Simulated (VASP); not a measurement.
A run of VASP 6.6.1 is set up as follows.

Contents of INCAR:

```
PREC = Accurate
ENCUT = 600
EDIFF = 1E-6
ISMEAR = -1
SIGMA = 0.15
LREAL = F
LASPH = T
NELM = 150
ALGO = Normal
ISIF = 3
LWAVE = F
LCHARG = F
ISPIN = 2
MAGMOM = 0 1
LORBIT = 11
LMAXMIX = 4
GGA = PS
IVDW = 12
IBRION = 2
NSW = 80
EDIFFG = -0.01
```

The input KPOINTS:

```
Automatic mesh
0
Gamma
  8 8 8
```

Contents of POSCAR:

```
TiNi
1.0
    2.9880660000      0.0000000000      0.0000000000
    0.0000000000      2.9880660000      0.0000000000
    0.0000000000      0.0000000000      2.9880660000
Ti Ni
1 1
Direct
    0.5000000000      0.5000000000      0.5000000000
    0.0000000000      0.0000000000      0.0000000000
```

Potentials or basis: VASP PAW PBE potentials, release 64 (Ti_sv, Ni).

Run with:

```sh
$ cat potpaw_PBE.64/Ti_sv/POTCAR potpaw_PBE.64/Ni/POTCAR > POTCAR
$ mpirun -np 1 vasp_std > vasp.out
```

Q: Estimate the band gap on the k mesh.

A: Zero (filled and empty bands overlap).

Q: What does it give for the relaxed volume?

A: 12.63 Å³/atom.

Q: Estimate the relaxed cell.

A: a = 2.934 Å, b = 2.934 Å, c = 2.934 Å, α = 90.00°, β = 90.00°, γ = 90.00°.

Q: Estimate the net moment.

A: 0.00 μB per cell.

Final structure:
```cif
data_structure
_symmetry_space_group_name_H-M 'P 1'
_symmetry_Int_Tables_number 1
_cell_length_a 2.9343
_cell_length_b 2.9343
_cell_length_c 2.9343
_cell_angle_alpha 90.000
_cell_angle_beta 90.000
_cell_angle_gamma 90.000
_cell_volume 25.26
loop_
_atom_site_label
_atom_site_type_symbol
_atom_site_fract_x
_atom_site_fract_y
_atom_site_fract_z
_atom_site_occupancy
Ti1 Ti 0.50000 0.50000 0.50000 1
Ni1 Ni 0.00000 0.00000 0.00000 1
```

Caveat: the PAW data sets were made with another functional, which shifts forces and pressure a little.
